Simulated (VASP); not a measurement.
# Ni (I4/mmm) in VASP: further runs

The runs below take Ni through single point, with PBEsol.

Everything below comes from runs of VASP 6.6.1. Logs are shortened: lines on timing, memory, paths and dates and some standing lists are left out, and cuts for length are marked.

### 1 The cell of the first run

It takes space group I4/mmm (No. 139, tetragonal). The conventional cell has a = 2.898 Å, b = 2.898 Å, c = 2.501 Å, α = 90.00°, β = 90.00°, γ = 90.00°. Ni (site symmetry 4/mmm) has 14 Ni at 2.40 to 2.90 Å within 3.2 Å.

### 2 Single point, PBEsol, collinear spin, ferromagnetic start

INCAR

```
SYSTEM = Ni
  ALGO = Normal
  EDIFF = 1E-7
  ENCUT = 520
  GGA = PS
  ISIF = 2
  ISMEAR = 0
  ISPIN = 2
  LASPH = .True.
  LCHARG = .False.
  LMAXMIX = 4
  LORBIT = 11
  LREAL = .False.
  LWAVE = .False.
  MAGMOM = 0.45
  NBANDS = 15
  NELM = 150
  PREC = Accurate
  SIGMA = 0.1
```

KPOINTS

```
k-points
0
Gamma
  10 10 10
  0 0 0
```

POSCAR

```
Ni
1.0
   -1.4489103875      1.4489103875      1.2505525887
    1.4489103875     -1.4489103875      1.2505525887
    1.4489103875      1.4489103875     -1.2505525887
Ni
1
Direct
    0.0000000000      0.0000000000      0.0000000000
```

Potentials or basis: VASP PAW PBE potentials, release 64 (Ni).

On the command line:

```sh
$ cat potpaw_PBE.64/Ni/POTCAR > POTCAR
$ mpirun -np 1 vasp_std > vasp.out
```

OUTCAR:

```text
SYSTEM = Ni
   EDIFF = 1E-7
   ENCUT = 520
   GGA = PS
   ISIF = 2
   ISMEAR = 0
   ISPIN = 2
   LASPH = .True.
   LORBIT = 11
   LREAL = .False.
   NELM = 150
   PREC = Accurate

 ion  position               nearest neighbor table
   1  0.000  0.000  0.000-

  LATTYP: Found a body centered tetragonal cell.
 ALAT       =     2.8978207750
 C/A-ratio  =     0.8630986426

  Lattice vectors:

 A1 = (  -1.4489103875,   1.4489103875,   1.2505525887)
 A2 = (   1.4489103875,  -1.4489103875,   1.2505525887)
 A3 = (   1.4489103875,   1.4489103875,  -1.2505525887)

Analysis of symmetry for initial positions (statically):
=====================================================================
 Subroutine PRICEL returns:
 Original cell was already a primitive cell.

 Routine SETGRP: Setting up the symmetry group for a
 body centered tetragonal supercell.

 Subroutine GETGRP returns: Found 16 space group operations
 (whereof 16 operations were pure point group operations)
 out of a pool of 16 trial point group operations.

The static configuration has the point symmetry D_4h.

Analysis of symmetry for dynamics (positions and initial velocities):
=====================================================================
 Subroutine PRICEL returns:
 Original cell was already a primitive cell.

 Routine SETGRP: Setting up the symmetry group for a
 body centered tetragonal supercell.

 Subroutine GETGRP returns: Found 16 space group operations
 (whereof 16 operations were pure point group operations)
 out of a pool of 16 trial point group operations.

The dynamic configuration has the point symmetry D_4h.

Analysis of structural, dynamic, and magnetic symmetry:
=====================================================================
 Subroutine PRICEL returns:
 Original cell was already a primitive cell.

 Routine SETGRP: Setting up the symmetry group for a
 body centered tetragonal supercell.

 Subroutine GETGRP returns: Found 16 space group operations
 (whereof 16 operations were pure point group operations)
 out of a pool of 16 trial point group operations.

The overall configuration has the point symmetry D_4h.

 Subroutine INISYM returns: Found 16 space group operations
 (whereof 16 operations are pure point group operations),
 and found     1 'primitive' translations

----------------------------------------------------------------------------------------

                                     Primitive cell

  volume of cell :      10.5013

  direct lattice vectors                    reciprocal lattice vectors
    -1.448910388  1.448910388  1.250552589     0.000000000  0.345086904  0.399823250
     1.448910388 -1.448910388  1.250552589     0.345086904  0.000000000  0.399823250
     1.448910388  1.448910388 -1.250552589     0.345086904  0.345086904  0.000000000

  length of vectors
     2.400534190  2.400534190  2.400534190     0.528151117  0.528151117  0.488026580

  position of ions in fractional coordinates (direct lattice)
     0.000000000  0.000000000  0.000000000

  ion indices of the primitive-cell ions
   primitive index   ion index
                 1           1

----------------------------------------------------------------------------------------

 KPOINTS: k-points

Automatic generation of k-mesh.
 Grid dimensions read from file:
 generate k-points for:   10   10   10

 Generating k-lattice:

  Cartesian coordinates                     Fractional coordinates (reciprocal lattice)
     0.000000000  0.034508690  0.039982325     0.100000000  0.000000000  0.000000000
     0.034508690  0.000000000  0.039982325     0.000000000  0.100000000  0.000000000
     0.034508690  0.034508690  0.000000000     0.000000000  0.000000000  0.100000000

  Length of vectors
     0.052815112  0.052815112  0.048802658

  Shift w.r.t. Gamma in fractional coordinates (k-lattice)
     0.000000000  0.000000000  0.000000000

 Subroutine IBZKPT returns following result:
 ===========================================

 Found    102 irreducible k-points:

 Following reciprocal coordinates:
            Coordinates               Weight
  0.000000  0.000000  0.000000      1.000000
  0.100000 -0.000000  0.000000      8.000000
  0.200000 -0.000000  0.000000      8.000000
  0.300000  0.000000  0.000000      8.000000
  0.400000  0.000000 -0.000000      8.000000
  0.500000 -0.000000  0.000000      4.000000
[... 16 lines left out ...]
  0.300000  0.300000  0.000000      8.000000
  0.400000  0.300000  0.000000     16.000000
 [... further k-points ...]
   k-points           NKPTS =    102   k-points in BZ     NKDIM =    102   number of bands    NBANDS=     15
   number of dos      NEDOS =    301   number of ions     NIONS =      1
   total plane-waves  NPLWV =   5832
   dimension x,y,z NGX =    18 NGY =   18 NGZ =   18
   dimension x,y,z NGXF=    36 NGYF=   36 NGZF=   36
   ions per type =               1
   NGX,Y,Z   is equivalent  to a cutoff of  12.47, 12.47, 12.47 a.u.
   NGXF,Y,Z  is equivalent  to a cutoff of  24.93, 24.93, 24.93 a.u.
 SYSTEM =  Ni
   PREC   = accura    normal or accurate (medium, high low for compatibility)
   ISTART =      0    job   : 0-new  1-cont  2-samecut
   ICHARG =      2    charge: 1-file 2-atom 10-const
   ISPIN  =      2    spin polarized calculation?
   LNONCOLLINEAR =      F non collinear calculations
   LSORBIT =      F    spin-orbit coupling
   LASPH  =      T    aspherical Exc in radial PAW
   ENCUT  =  520.0 eV  38.22 Ry    6.18 a.u.   4.46  4.46  4.46*2*pi/ulx,y,z
   NELM   =    150;   NELMIN=  2; NELMDL= -5     # of ELM steps
   EDIFF  = 0.1E-06   stopping-criterion for ELM
   LREAL  =      F    real-space projection
   EDIFFG = 0.1E-05   stopping-criterion for IOM
   NSW    =      0    number of steps for IOM
   IBRION =     -1    ionic relax: 0-MD 1-quasi-New 2-CG
   NFREE  =      0    steps in history (QN), initial steepest desc. (CG)
   ISIF   =      2    stress and relaxation
   ISYM   =      2    0-nonsym 1-usesym 2-fastsym
   POTIM  = 0.5000    time-step for ionic-motion
   TEBEG  =    0.0;   TEEND  =   0.0 temperature during run
   PSTRESS=    0.0 pullay stress
   NELECT =      10.0000    total number of electrons
   NUPDOWN=      -1.0000    fix difference up-down
   EMIN   =  10.00;   EMAX   =-10.00  energy-range for DOS
   EFERMI =   0.00;   METHOD = LEGACY
   ISMEAR =     0;   SIGMA  =   0.10  broadening in eV -4-tet -1-fermi 0-gaus
   EFERMI_NEDOS =   21; number of points for ismear=-14 and -15
   IALGO  =     38    algorithm
   IMIX   =      4    mixing-type and parameters
     AMIX     =   0.40;   BMIX     =  1.00
     AMIX_MAG =   1.60;   BMIX_MAG =  1.00
  volume/ion in A,a.u.               =      10.50        70.87
  Fermi-wavevector in a.u.,A,eV,Ry     =   1.610620  3.043631 35.294842  2.594098
  Thomas-Fermi vector in A             =   2.706141
   LORBIT       =     11    0 simple, 1 ext, 2 COOP (PROOUT), +10 PAW based schemes
   GGA     = PS    functional components
   LHFCALC =     F    Hartree Fock is set to
   AEXX    =    0.0000 exact exchange contribution
   IVDW    =     0    specifies the selected vdW correction
   LEPSILON=     F    determine dielectric tensor
   LRPA    =     F    only Hartree local field effects (RPA)
 spin polarized calculation
 Gauss-broadening in eV      SIGMA  =   0.10
  energy-cutoff  :      520.00
  volume of cell :       10.50
 maximum number of plane-waves:       297
 NGX is ok and might be reduce to    18
   NGX =  9   NGY =  9   NGZ =  9

 number of electron      10.0000001 magnetization       0.6437507

 Free energy of the ion-electron system (eV)
  ---------------------------------------------------
  ext. energy  EPLUGINS =         0.00000000
  ---------------------------------------------------
  free energy    TOTEN  =        -6.05702777 eV

  energy without entropy =       -6.05184768  energy(sigma->0) =       -6.05443772

 E-fermi :   9.5844     XC(G=0): -13.6409

 val. band max:        9.5810420588   @ k =  -0.4000   0.5000   0.3000
 cond. band min:       9.6160148090   @ k =  -0.4000   0.4000   0.4000
 fundamental gap:      0.0349727502
 Fermi energy:         9.5844157460

 spin component 1

 k-point     1 :       0.0000    0.0000    0.0000
  band No.  band energies     occupation
      1       0.3862      1.00000
      2       6.6476      1.00000
      3       7.4729      1.00000
      4       7.4729      1.00000
      5       7.8333      1.00000
      6       9.0282      1.00000
      7      34.5671      0.00000
      8      34.5671      0.00000
      9      39.3038      0.00000
     10      39.8742      0.00000
     11      40.0524      0.00000
     12      42.3861      0.00000
     13      42.3861      0.00000
     14      43.3809      0.00000
     15      45.6195      0.00000
[... 397 lines left out ...]
 k-point    24 :       0.4000    0.3000    0.0000
  band No.  band energies     occupation
      1       5.8311      1.00000
      2       6.2588      1.00000
      3       6.6645      1.00000
      4       8.5461      1.00000
      5       8.6164      1.00000
      6      13.7880      0.00000
      7      17.2465      0.00000
      8      20.3248      0.00000
      9      29.6008      0.00000
     10      37.0587      0.00000
     11      40.8540      0.00000
     12      48.6759      0.00000
     13      50.3705      0.00000
     14      54.0803      0.00000
     15      55.6183      0.00000

 [... further k-points ...]

 spin component 2

 k-point     1 :       0.0000    0.0000    0.0000
  band No.  band energies     occupation
      1       0.3963      1.00000
      2       7.4214      1.00000
      3       8.1750      1.00000
      4       8.1750      1.00000
      5       8.5755      1.00000
      6       9.5438      0.71724
      7      34.5163      0.00000
      8      34.5163      0.00000
      9      39.2277      0.00000
     10      40.0902      0.00000
     11      40.1076      0.00000
     12      42.5172      0.00000
     13      42.5172      0.00000
     14      43.3052      0.00000
     15      45.7683      0.00000
[... 397 lines left out ...]
 k-point    24 :       0.4000    0.3000    0.0000
  band No.  band energies     occupation
      1       6.3462      1.00000
      2       6.7622      1.00000
      3       7.1910      1.00000
      4       9.1510      1.00000
      5       9.3734      0.99858
      6      14.1480      0.00000
      7      17.5173      0.00000
      8      20.5330      0.00000
      9      29.7114      0.00000
     10      37.0820      0.00000
     11      40.9089      0.00000
     12      48.8178      0.00000
     13      50.5278      0.00000
     14      54.2733      0.00000
     15      56.2863      0.00000

 [... further k-points ...]

------------------------ aborting loop because EDIFF is reached ----------------------------------------

  FORCE on cell =-STRESS in cart. coord.  units (eV):
  Direction    XX          YY          ZZ          XY          YZ          ZX
  --------------------------------------------------------------------------------------
  -------------------------------------------------------------------------------------
  Total       -0.0031282     -0.0031282      0.0086985      0.0000000      0.0000000     -0.0000000
  in kB       -0.4772590     -0.4772590      1.3271166      0.0000000      0.0000000     -0.0000000
  external PRESSURE =       0.1241996 kB  Pullay stress =       0.0000000 kB

 VOLUME and BASIS-vectors are now :
 -----------------------------------------------------------------------------
  energy-cutoff  :      520.00
  volume of cell :       10.50
      direct lattice vectors                 reciprocal lattice vectors
    -1.448910388  1.448910388  1.250552589     0.000000000  0.345086904  0.399823250
     1.448910388 -1.448910388  1.250552589     0.345086904  0.000000000  0.399823250
     1.448910388  1.448910388 -1.250552589     0.345086904  0.345086904  0.000000000

 POSITION                                       TOTAL-FORCE (eV/Angst)
 -----------------------------------------------------------------------------------
      0.00000      0.00000      0.00000         0.000000      0.000000      0.000000
 -----------------------------------------------------------------------------------
    total drift:                                0.000000      0.000000      0.000000

  FREE ENERGIE OF THE ION-ELECTRON SYSTEM (eV)
  ---------------------------------------------------
  free  energy   TOTEN  =        -6.0570277660 eV

  energy  without entropy=       -6.0518476801  energy(sigma->0) =       -6.05443772

 total charge

# of ion       s       p       d       tot
------------------------------------------
    1        0.517   0.532   8.339   9.389

 magnetization (x)

# of ion       s       p       d       tot
------------------------------------------
    1       -0.005  -0.018   0.670   0.647
```

Wall time 30 s (1 thread of Intel Xeon Platinum 8259CL at 2.50GHz (Skylake/Cascade Lake), shared host); peak memory 0.14 GiB.

What came out:

```yaml
Free_energy: -6.0570 eV
Pressure: 0.0 GPa
Net_moment: 0.64 μB per cell
Site_moments: Ni +0.65 μB
Valence_electrons_inside_the_program's_atomic_spheres: Ni 9.39
```

Caveat: the PAW data sets were made with another functional, which shifts forces and pressure a little.

### 3 Single point, PBEsol, collinear spin, ferromagnetic start

INCAR

```
SYSTEM = Ni
  ALGO = Normal
  EDIFF = 1E-6
  ENCUT = 590
  GGA = PS
  GGA_COMPAT = .False.
  ISIF = 2
  ISMEAR = 0
  ISPIN = 2
  LASPH = .True.
  LCHARG = .False.
  LMAXMIX = 4
  LORBIT = 11
  LREAL = .False.
  LWAVE = .False.
  MAGMOM = 0.45
  NBANDS = 19
  NELM = 200
  PREC = Accurate
  SIGMA = 0.1
```

KPOINTS is that of step 2.

POSCAR is that of step 2.

Potentials or basis: VASP PAW PBE potentials, release 64 (Ni_sv_GW).

On the command line:

```sh
$ cat potpaw_PBE.64/Ni_sv_GW/POTCAR > POTCAR
$ mpirun -np 1 vasp_std > vasp.out
```

Run time: 42 s. Hardware: 1 thread of Intel Xeon Platinum 8488C (Sapphire Rapids), shared host; peak memory 0.17 GiB.

The run converged. Its results:

```
Free energy                                           : -6.9922 eV
Pressure                                              : -4.2 GPa
Net moment                                            : 0.65 μB per cell
Site moments                                          : Ni +0.68 μB
Valence electrons inside the program's atomic spheres : Ni 16.40
```

Stress tensor (GPa, compression positive):
```
-4.12  0.00  0.00
 0.00 -4.12  0.00
 0.00  0.00 -4.37
```

Levels at points of the mesh, in eV from the Fermi level:
Spin up:
```tsv
k point	band 7	band 8	band 9	band 10	band 11	band 12
(0.00, 0.00, 0.00)	-2.14	-2.14	-1.77	-0.57	24.74	24.74
(0.50, 0.00, 0.00)	-1.04	-0.57	-0.16	0.60	7.33	18.17
(0.50, 0.50, 0.00)	-1.85	-0.95	-0.69	-0.21	5.53	21.95
(0.50, 0.50, 0.50)	-0.40	-0.40	-0.21	7.92	7.92	14.23
```
Spin down:
| k point | band 7 | band 8 | band 9 | band 10 | band 11 | band 12 |
| --- | --- | --- | --- | --- | --- | --- |
| (0.00, 0.00, 0.00) | -1.42 | -1.42 | -1.01 | -0.04 | 24.68 | 24.68 |
| (0.50, 0.00, 0.00) | -0.49 | 0.25 | 0.60 | 0.72 | 7.71 | 18.15 |
| (0.50, 0.50, 0.00) | -1.06 | -0.71 | -0.44 | 0.60 | 6.03 | 21.88 |
| (0.50, 0.50, 0.50) | 0.39 | 0.39 | 0.72 | 7.96 | 7.96 | 14.28 |

Caveat: the PAW data sets were made with another functional, which shifts forces and pressure a little.
